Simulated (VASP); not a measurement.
# Be16N (a cell with a defect): single point with PBE+D3(BJ)

Crystal: Be16N (a cell with a defect).

```
Be N
1.0
    -2.29000   -3.96640    0.00000
     3.43500   -1.98320    0.00000
     0.00000    0.00000    7.17686
Be N
16 1
Direct
  0.74954 0.52295 0.99537
  0.49526 0.36048 0.23822
  0.75123 0.53506 0.48192
  0.48287 0.30605 0.77652
  0.47187 0.99877 0.02006
  0.25697 0.84397 0.25982
  0.50734 0.03110 0.47832
  0.30698 0.82230 0.74579
  0.24863 0.48045 0.01751
  0.97781 0.33886 0.25599
  0.22187 0.50226 0.50064
  0.01894 0.33758 0.74393
  0.96707 0.95831 0.00908
  0.75506 0.87432 0.23962
  0.98124 0.99667 0.48720
  0.79889 0.81853 0.73663
  0.25855 0.14532 0.63177
```

```
Program             : VASP 6.6.1
Task                : single point
Functional          : PBE
Dispersion          : D3(BJ)
Potentials or basis : VASP PAW PBE potentials, release 64 (Be, N)
Cutoff              : 520 eV
k mesh              : 3 × 3 × 2
Occupations         : fermi-dirac, width 0.15 eV
Spin                : no spin polarisation
```

- Pressure: 4.4 GPa
- Largest force: 2.539 eV/Å
- Dispersion energy per atom: -0.348 eV

Forces on the atoms (eV/Å):
```
Be  -0.535  0.801  0.321
Be  -0.249 -0.023  0.807
Be   0.823  0.361  0.388
Be   0.104 -1.806 -0.236
Be  -0.381 -0.564 -0.485
Be   0.135  0.716 -1.015
Be  -0.506 -0.131  0.535
Be  -1.011  1.139  1.604
Be   0.765  0.251 -0.449
Be  -0.158 -0.680 -1.036
Be  -0.986 -0.294 -0.353
Be   1.446  1.081  1.534
Be   0.700 -2.086 -0.650
Be  -0.583  1.175  0.435
Be   0.074 -0.817  0.331
Be  -0.307  1.237  0.692
N    0.667 -0.360 -2.423
```

Stress tensor (GPa, compression positive):
```
 1.02 -2.67 -1.07
-2.67  2.66  0.99
-1.07  0.99  9.50
```

Levels at points of the mesh, in eV from the Fermi level:
```csv
k point,band 16,band 17,band 18,band 19,band 20,band 21,band 22,band 23
"(0.00, 0.00, 0.00)",-1.92,-1.36,-0.33,0.61,0.88,1.38,1.53,1.92
"(0.00, 0.00, 0.50)",-1.52,-1.28,-0.47,-0.21,0.44,1.53,2.11,2.29
```

It took 82 s on 1 thread of Intel(R) Xeon(R) Platinum 8259CL CPU @ 2.50GHz (Skylake/Cascade Lake) (shared host), peak memory 0.26 GiB.

Caveat: the k points lie up to 0.53 Å⁻¹ apart.
